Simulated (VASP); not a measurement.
Input of a VASP 6.6.1 run:

INCAR

```
PREC = Accurate ; ENCUT = 520
EDIFF = 1E-7 ; ISMEAR = 0
SIGMA = 0.05 ; LREAL = F
LASPH = T ; NELM = 100
ALGO = Normal ; ISIF = 2
LWAVE = F ; LCHARG = F
GGA = PS ; NBANDS = 15
```

Contents of KPOINTS:

```
Automatic mesh
0
Gamma
  6 6 6
```

The input POSCAR:

```
RbBr
1.0
    4.1260773000      0.0000000000      0.0000000000
    0.0000000000      4.1260773000      0.0000000000
    0.0000000000      0.0000000000      4.2292292325
Rb Br
1 1
Direct
    0.0000000000      0.0000000000      0.0000000000
    0.5000000000      0.5000000000      0.5000000000
```

Potentials or basis: VASP PAW PBE potentials, release 64 (Rb_sv, Br).

Run with:

```bash
$ cat potpaw_PBE.64/Rb_sv/POTCAR potpaw_PBE.64/Br/POTCAR > POTCAR
$ mpirun -np 1 vasp_std > vasp.out
```

(1) What does it give for the pressure?

(2) What does it give for the band gap on the k mesh?

Results:

(1) -0.9 GPa.

(2) 3.79 eV (least direct gap 3.94 eV).

Caveat: the cell differs from its parent crystal (strain +0.000 along x and y, +0.025 along z); the PAW data sets were made with another functional, which shifts forces and pressure a little.
